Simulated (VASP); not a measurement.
Input of a VASP 6.6.1 run:

File INCAR:

```
PREC     = Accurate       # precision mode
ENCUT    = 520            # plane-wave cutoff, eV
EDIFF    = 1E-7           # SCF threshold, eV
ISMEAR   = 0              # smearing method
SIGMA    = 0.1            # smearing width, eV
LREAL    = F              # projectors in reciprocal space
LASPH    = T              # aspherical terms in the spheres
NELM     = 100            # most SCF steps
ALGO     = Fast           # electronic algorithm
ISIF     = 2              # what is computed and relaxed
LWAVE    = F              # write WAVECAR
LCHARG   = T              # write CHGCAR
GGA      = PE             # functional
LELF     = T              # ELF
LVHAR    = T            
NBANDS   = 16             # bands
```

The input KPOINTS:

```
regular mesh
0
Gamma
  8 8 6
```

Contents of POSCAR:

```
Cs
1.0
    5.4110312566      0.0000000000      0.0000000000
    0.0000000000      5.4110312566      0.0000000000
    0.0000000000      0.0000000000      8.0592963019
Cs
2
Direct
    0.0000000000      0.0000000000      0.0000000000
    0.5000000000      0.5000000000      0.5000000000
```

Potentials or basis: VASP PAW PBE potentials, release 64 (Cs_sv).

Command:

```console
$ cat potpaw_PBE.64/Cs_sv/POTCAR > POTCAR
$ mpirun -np 1 vasp_std > vasp.out
```

**Question.** What does it give for the pressure?

**Answer.** 0.0 GPa.

**Question.** Estimate the band gap on the k mesh.

**Answer.** Zero (band 9 reaches 1.13 eV, above the bottom of band 10 at -0.52 eV).

Caveat: the cell differs from its parent crystal (strain along c alone, the other axes held: +1.0 %); spin-orbit coupling is left out, which moves the levels of the heavy elements.
